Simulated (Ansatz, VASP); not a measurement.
# Pt2C in VASP and in Ansatz

```
Pt C
1.0
     4.99986    0.00000    0.00000
     0.00000    4.99986    0.00000
     0.00000    0.00000    3.21547
Pt C
4 2
Direct
  0.69678 0.30322 0.50000
  0.30322 0.69678 0.50000
  0.19678 0.19678 0.00000
  0.80322 0.80322 0.00000
  0.00000 0.00000 0.50000
  0.50000 0.50000 0.00000
```

Change from the starting cell: species swapped into the TaO2 type (P4_2/mnm, No. 136).

Alike in both runs: functional PBE; k mesh 8 × 8 × 12; occupations gaussian, width 0.1 eV; no spin polarisation.

Ansatz relaxed the structure, and its values are those at the end. VASP's run is a single point on that final structure, the one shown.

```csv
,VASP,Ansatz
version,VASP 6.6.1,Ansatz 0.2.0
potentials or method,"VASP PAW PBE potentials, release 64 (Pt, C), cutoff 520 eV","scalar-relativistic, plane waves, PAW"
valence electrons in the cell,48,80
```

Ansatz gave:

```
gap on the k mesh at the Fermi level (eV) : none
pressure (GPa)                            : 0.0
rms of the force components (eV/Å)        : 0.000
```

Task: Estimate VASP's values.

Result: gap on the k mesh at the Fermi level (eV): none; pressure (GPa): 0.1; rms of the force components (eV/Å): 0.009.

A gap of «none» marks a metal or a gap that the smearing closes. VASP's potentials hold 48 valence electrons a cell and Ansatz's 80, so a difference there can come from the potentials and not from the codes.

Spin-orbit coupling is off throughout.
